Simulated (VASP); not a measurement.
# TaRu in VASP: notebook, part 3 of 4

VASP 6.6.1.

### Step 5. Electric field gradients, LDA (zz strain of -1 %)

Input file INCAR:

```
SYSTEM = TaRu
  ALGO = Normal
  EDIFF = 1E-8
  ENCUT = 520
  GGA = CA
  ISIF = 2
  ISMEAR = -1
  LASPH = .TRUE.
  LCHARG = .FALSE.
  LEFG = .TRUE.
  LREAL = .FALSE.
  LWAVE = .FALSE.
  NBANDS = 20
  NELM = 80
  PREC = Accurate
  SIGMA = 0.03
```

Input file KPOINTS:

```
k-points
0
G
  13 13 13
  0 0 0
```

Input file POSCAR:

```
TaRu
1.0
    3.1870000000      0.0000000000      0.0000000000
    0.0000000000      3.1870000000      0.0000000000
    0.0000000000      0.0000000000      3.1551300000
Ta Ru
1 1
Direct
    0.5000000000      0.5000000000      0.5000000000
    0.0000000000      0.0000000000      0.0000000000
```

Potentials or basis: VASP PAW LDA potentials, release 64 (Ta_pv, Ru_pv).

Started as:

```console
$ cat potpaw_LDA.64/Ta_pv/POTCAR potpaw_LDA.64/Ru_pv/POTCAR > POTCAR
$ mpirun -np 1 vasp_std > vasp.out
```

OUTCAR:

```text
SYSTEM = TaRu
   EDIFF = 1E-8
   ENCUT = 520
   GGA = CA
   ISIF = 2
   ISMEAR = -1
   LASPH = .TRUE.
   LREAL = .FALSE.
   NELM = 80
   PREC = Accurate

 ion  position               nearest neighbor table
   1  0.500  0.500  0.500-   2 2.75   2 2.75   2 2.75   2 2.75   2 2.75   2 2.75   2 2.75   2 2.75

   2  0.000  0.000  0.000-   1 2.75   1 2.75   1 2.75   1 2.75   1 2.75   1 2.75   1 2.75   1 2.75

  LATTYP: Found a simple tetragonal cell.
 ALAT       =     3.1870000000
 C/A-ratio  =     0.9900000000

  Lattice vectors:

 A1 = (   3.1870000000,   0.0000000000,   0.0000000000)
 A2 = (   0.0000000000,   3.1870000000,   0.0000000000)
 A3 = (   0.0000000000,   0.0000000000,   3.1551300000)

Analysis of symmetry for initial positions (statically):
=====================================================================
 Subroutine PRICEL returns:
 Original cell was already a primitive cell.

 Routine SETGRP: Setting up the symmetry group for a
 simple tetragonal supercell.

 Subroutine GETGRP returns: Found 16 space group operations
 (whereof 16 operations were pure point group operations)
 out of a pool of 16 trial point group operations.

The static configuration has the point symmetry D_4h.

Analysis of symmetry for dynamics (positions and initial velocities):
=====================================================================
 Subroutine PRICEL returns:
 Original cell was already a primitive cell.

 Routine SETGRP: Setting up the symmetry group for a
 simple tetragonal supercell.

 Subroutine GETGRP returns: Found 16 space group operations
 (whereof 16 operations were pure point group operations)
 out of a pool of 16 trial point group operations.

The dynamic configuration has the point symmetry D_4h.

 Subroutine INISYM returns: Found 16 space group operations
 (whereof 16 operations are pure point group operations),
 and found     1 'primitive' translations

----------------------------------------------------------------------------------------

                                     Primitive cell

  volume of cell :      32.0466

  direct lattice vectors                    reciprocal lattice vectors
     3.187000000  0.000000000  0.000000000     0.313774710  0.000000000  0.000000000
     0.000000000  3.187000000  0.000000000     0.000000000  0.313774710  0.000000000
     0.000000000  0.000000000  3.155130000     0.000000000  0.000000000  0.316944151

  length of vectors
     3.187000000  3.187000000  3.155130000     0.313774710  0.313774710  0.316944151

  position of ions in fractional coordinates (direct lattice)
     0.500000000  0.500000000  0.500000000
     0.000000000  0.000000000  0.000000000

  ion indices of the primitive-cell ions
   primitive index   ion index
                 1           1
                 2           2

----------------------------------------------------------------------------------------

 KPOINTS: k-points

Automatic generation of k-mesh.
[... 71 lines left out ...]
   NFREE  =      0    steps in history (QN), initial steepest desc. (CG)
   ISIF   =      2    stress and relaxation
   ISYM   =      2    0-nonsym 1-usesym 2-fastsym
   POTIM  = 0.5000    time-step for ionic-motion
   TEBEG  =    0.0;   TEEND  =   0.0 temperature during run
   PSTRESS=    0.0 pullay stress
   NELECT =      25.0000    total number of electrons
   NUPDOWN=      -1.0000    fix difference up-down
   EMIN   =  10.00;   EMAX   =-10.00  energy-range for DOS
   EFERMI =   0.00;   METHOD = LEGACY
   ISMEAR =    -1;   SIGMA  =   0.03  broadening in eV -4-tet -1-fermi 0-gaus
   EFERMI_NEDOS =   21; number of points for ismear=-14 and -15
   IALGO  =     38    algorithm
   IMIX   =      4    mixing-type and parameters
     AMIX     =   0.40;   BMIX     =  1.00
     AMIX_MAG =   1.60;   BMIX_MAG =  1.00
  volume/ion in A,a.u.               =      16.02       108.13
  Fermi-wavevector in a.u.,A,eV,Ry     =   1.507050  2.847912 30.901554  2.271200
  Thomas-Fermi vector in A             =   2.617687
   LORBIT       =      0    0 simple, 1 ext, 2 COOP (PROOUT), +10 PAW based schemes
   GGA     = CA    functional components
   LHFCALC =     F    Hartree Fock is set to
   AEXX    =    0.0000 exact exchange contribution
   IVDW    =     0    specifies the selected vdW correction
   LEPSILON=     F    determine dielectric tensor
   LRPA    =     F    only Hartree local field effects (RPA)
 non-spin polarized calculation
  energy-cutoff  :      520.00
  volume of cell :       32.05
 maximum number of plane-waves:       884
 NGX is ok and might be reduce to    24
   NGX = 11   NGY = 11   NGZ = 11

 number of electron      24.9999991 magnetization

 Free energy of the ion-electron system (eV)
  ---------------------------------------------------
  ext. energy  EPLUGINS =         0.00000000
  ---------------------------------------------------
  free energy    TOTEN  =       -23.93607535 eV

  energy without entropy =      -23.92613997  energy(sigma->0) =      -23.93110766

 E-fermi :   9.2888     XC(G=0): -13.4069

 val. band max:        9.2819727035   @ k =   0.1538   0.0000   0.3846
 cond. band min:       9.2918937978   @ k =   0.3846   0.3077   0.4615
 fundamental gap:      0.0099210943
 Fermi energy:         9.2887804684

 k-point     1 :       0.0000    0.0000    0.0000
  band No.  band energies     occupation
      1     -33.6807      2.00000
      2     -33.6807      2.00000
      3     -33.6788      2.00000
      4     -25.5581      2.00000
      5     -25.5581      2.00000
      6     -25.5466      2.00000
[... 541 lines left out ...]
     19      19.0900      0.00000
     20      19.2730      0.00000

 [... further k-points ...]

------------------------ aborting loop because EDIFF is reached ----------------------------------------

  FORCE on cell =-STRESS in cart. coord.  units (eV):
  Direction    XX          YY          ZZ          XY          YZ          ZX
  --------------------------------------------------------------------------------------
  -------------------------------------------------------------------------------------
  Total       -2.5199003     -2.5199003     -2.9358706      0.0000000      0.0000000     -0.0000000
  in kB     -125.9831789   -125.9831789   -146.7797384      0.0000000      0.0000000     -0.0000000
  external PRESSURE =    -132.9153654 kB  Pullay stress =       0.0000000 kB

 VOLUME and BASIS-vectors are now :
 -----------------------------------------------------------------------------
  energy-cutoff  :      520.00
  volume of cell :       32.05
      direct lattice vectors                 reciprocal lattice vectors
     3.187000000  0.000000000  0.000000000     0.313774710  0.000000000  0.000000000
     0.000000000  3.187000000  0.000000000     0.000000000  0.313774710  0.000000000
     0.000000000  0.000000000  3.155130000     0.000000000  0.000000000  0.316944151

 POSITION                                       TOTAL-FORCE (eV/Angst)
 -----------------------------------------------------------------------------------
      1.59350      1.59350      1.57757         0.000000      0.000000      0.000000
      0.00000      0.00000      0.00000         0.000000      0.000000      0.000000
 -----------------------------------------------------------------------------------
    total drift:                                0.000000      0.000000     -0.000000

  FREE ENERGIE OF THE ION-ELECTRON SYSTEM (eV)
  ---------------------------------------------------
  free  energy   TOTEN  =       -23.9360753471 eV

  energy  without entropy=      -23.9261399718  energy(sigma->0) =      -23.93110766

 Electric field gradients (V/A^2)
---------------------------------------------------------------------
 ion       V_xx      V_yy      V_zz      V_xy      V_xz      V_yz
---------------------------------------------------------------------
   1      -0.250    -0.250     0.501     0.000    -0.000     0.000
   2       1.377     1.377    -2.753    -0.000    -0.000     0.000
---------------------------------------------------------------------

 Electric field gradients after diagonalization (V/A^2)
 (convention: |V_zz| > |V_xx| > |V_yy|)
----------------------------------------------------------------------
 ion       V_xx      V_yy      V_zz     asymmetry (V_yy - V_xx)/ V_zz
----------------------------------------------------------------------
   1      -0.250    -0.250     0.501       0.000
   2       1.377     1.377    -2.753       0.000
----------------------------------------------------------------------

           NMR quadrupolar parameters

 Cq : quadrupolar parameter    Cq=e*Q*V_zz/h
 eta: asymmetry parameters     (V_yy - V_xx)/ V_zz
 Q  : nuclear electric quadrupole moment in mb (millibarn)
----------------------------------------------------------------------
 ion       Cq(MHz)       eta       Q (mb)
----------------------------------------------------------------------
   1       0.001       0.000       1.000
   2      -0.007       0.000       1.000
----------------------------------------------------------------------
```

stdout:

```text
POSCAR found type information on POSCAR TaRu
 POSCAR found :  2 types and       2 ions
 scaLAPACK will be used
 LDA part: xc-table for (Slater(with rela. corr.)+CA(PZ))
 , standard interpolation
 POSCAR, INCAR and KPOINTS ok, starting setup
 FFT: planning ... GRIDC
 FFT: planning ... GRID_SOFT
 FFT: planning ... GRID
 WAVECAR not read
 entering main loop
ion   1

ion   2
```

Run time: 2 min. Hardware: 1 thread of Intel Xeon 8259CL, shared host; peak memory 0.23 GiB.

Results:

- Free energy: -23.9361 eV
- Pressure: -13.3 GPa

Stress tensor (GPa, compression positive):
```
-12.60   0.00   0.00
  0.00 -12.60   0.00
  0.00   0.00 -14.68
```

Levels at points of the mesh, in eV from the Fermi level:
```
           k point  band 8  band 9  band 10  band 11  band 12  band 13  band 14  band 15  band 16  band 17
(0.00, 0.00, 0.00)   -5.90   -5.88    -2.43    -2.34    -2.34     0.90     1.04     4.01     4.01     4.02
```

Electric field gradients, principal values (V/Å²):
```
atom   least  middle  greatest (by size)
1 Ta  -0.250  -0.250               0.501
2 Ru   1.377   1.377              -2.753
```

Caveat: the cell differs from its parent crystal (zz strain of -1 %); without QUAD_EFG the Cq values of the log hold for a quadrupole moment of 1 mb, not for the nuclei; spin-orbit coupling is left out, which moves the levels of the heavy elements.

### Step 6. Electric field gradients, LDA (zz strain of -1 %)

Input file INCAR:

```
SYSTEM = TaRu
ALGO     = Normal         ! electronic algorithm
EDIFF    = 1E-8           ! SCF threshold, eV
ENCUT    = 520            ! plane-wave cutoff, eV
ISIF     = 2              ! what is computed and relaxed
ISMEAR   = -1             ! smearing method
LASPH    = .TRUE.         ! aspherical terms in the spheres
LCHARG   = .FALSE.        ! write CHGCAR
LEFG     = .TRUE.       
LREAL    = .FALSE.        ! projectors in reciprocal space
LWAVE    = .FALSE.        ! write WAVECAR
NBANDS   = 20             ! bands
NELM     = 60             ! most SCF steps
PREC     = Accurate       ! precision mode
SIGMA    = 0.03           ! smearing width, eV
```

KPOINTS is that of step 5.

POSCAR is that of step 5.

Potentials or basis: VASP PAW LDA potentials, release 64 (Ta_pv, Ru_pv).

Started as:

```console
$ cat potpaw_LDA.64/Ta_pv/POTCAR potpaw_LDA.64/Ru_pv/POTCAR > POTCAR
$ mpirun -np 1 vasp_std > vasp.out
```

OUTCAR:

```text
SYSTEM = TaRu
   EDIFF = 1E-8
   ENCUT = 520
   ISIF = 2
   ISMEAR = -1
   LASPH = .TRUE.
   LREAL = .FALSE.
   NELM = 60
   PREC = Accurate

 ion  position               nearest neighbor table
   1  0.500  0.500  0.500-   2 2.75   2 2.75   2 2.75   2 2.75   2 2.75   2 2.75   2 2.75   2 2.75

   2  0.000  0.000  0.000-   1 2.75   1 2.75   1 2.75   1 2.75   1 2.75   1 2.75   1 2.75   1 2.75

  LATTYP: Found a simple tetragonal cell.
 ALAT       =     3.1870000000
 C/A-ratio  =     0.9900000000

  Lattice vectors:

 A1 = (   3.1870000000,   0.0000000000,   0.0000000000)
[... 765 lines left out ...]
  ---------------------------------------------------
  free  energy   TOTEN  =       -23.9360753471 eV

  energy  without entropy=      -23.9261399718  energy(sigma->0) =      -23.93110766

 Electric field gradients (V/A^2)
---------------------------------------------------------------------
 ion       V_xx      V_yy      V_zz      V_xy      V_xz      V_yz
---------------------------------------------------------------------
   1      -0.250    -0.250     0.501     0.000    -0.000     0.000
   2       1.377     1.377    -2.753    -0.000    -0.000     0.000
---------------------------------------------------------------------

 Electric field gradients after diagonalization (V/A^2)
 (convention: |V_zz| > |V_xx| > |V_yy|)
----------------------------------------------------------------------
 ion       V_xx      V_yy      V_zz     asymmetry (V_yy - V_xx)/ V_zz
----------------------------------------------------------------------
   1      -0.250    -0.250     0.501       0.000
   2       1.377     1.377    -2.753       0.000
----------------------------------------------------------------------

           NMR quadrupolar parameters

 Cq : quadrupolar parameter    Cq=e*Q*V_zz/h
 eta: asymmetry parameters     (V_yy - V_xx)/ V_zz
 Q  : nuclear electric quadrupole moment in mb (millibarn)
----------------------------------------------------------------------
 ion       Cq(MHz)       eta       Q (mb)
----------------------------------------------------------------------
   1       0.001       0.000       1.000
   2      -0.007       0.000       1.000
----------------------------------------------------------------------
```

OSZICAR:

```text
N       E                     dE             d eps       ncg     rms          rms(c)
DAV:   1     0.228333124983E+03    0.22833E+03   -0.14062E+04  7840   0.128E+03
DAV:   2    -0.193327123442E+02   -0.24767E+03   -0.24252E+03  8596   0.396E+02
DAV:   3    -0.251531809370E+02   -0.58205E+01   -0.57437E+01  9168   0.620E+01
DAV:   4    -0.251982977654E+02   -0.45117E-01   -0.45020E-01  9320   0.549E+00
DAV:   5    -0.251989637397E+02   -0.66597E-03   -0.66437E-03  9396   0.599E-01    0.175E+01
DAV:   6    -0.241804900256E+02    0.10185E+01   -0.16121E+00  8908   0.109E+01    0.695E+00
DAV:   7    -0.241029712457E+02    0.77519E-01   -0.15398E+00  8692   0.633E+00    0.371E+00
DAV:   8    -0.239419174199E+02    0.16105E+00   -0.84702E-01  8776   0.500E+00    0.595E-01
DAV:   9    -0.239364524620E+02    0.54650E-02   -0.12527E-02  9076   0.934E-01    0.220E-01
DAV:  10    -0.239360746388E+02    0.37782E-03   -0.44620E-04 10120   0.167E-01    0.522E-02
DAV:  11    -0.239360758926E+02   -0.12538E-05   -0.18809E-05  9052   0.290E-02    0.213E-02
DAV:  12    -0.239360753779E+02    0.51471E-06   -0.59038E-06  9136   0.153E-02    0.191E-03
DAV:  13    -0.239360753467E+02    0.31126E-07   -0.11631E-07  9368   0.259E-03    0.379E-04
DAV:  14    -0.239360753471E+02   -0.34606E-09   -0.47224E-09  5976   0.541E-04
   1 F= -.23936075E+02 E0= -.23931108E+02  d E =-.993538E-02
```

stdout:

```text
POSCAR found type information on POSCAR TaRu
 POSCAR found :  2 types and       2 ions
 scaLAPACK will be used
 LDA part: xc-table for (Slater(with rela. corr.)+CA(PZ))
 , standard interpolation
 POSCAR, INCAR and KPOINTS ok, starting setup
 FFT: planning ... GRIDC
 FFT: planning ... GRID_SOFT
 FFT: planning ... GRID
 WAVECAR not read
 entering main loop
ion   1

ion   2
```

Wall time 1.9 min (1 thread of Intel Xeon 8259CL, shared host); peak memory 0.23 GiB.

Results:

```yaml
Free_energy: -23.9361 eV
Pressure: -13.3 GPa
```

Electric field gradients, principal values (V/Å²):
```csv
atom,least,middle,greatest (by size)
1 Ta,-0.250,-0.250,0.501
2 Ru,1.377,1.377,-2.753
```

Caveat: the cell differs from its parent crystal (zz strain of -1 %); without QUAD_EFG the Cq values of the log hold for a quadrupole moment of 1 mb, not for the nuclei; spin-orbit coupling is left out, which moves the levels of the heavy elements.

(Continued in part 4 of 4.)
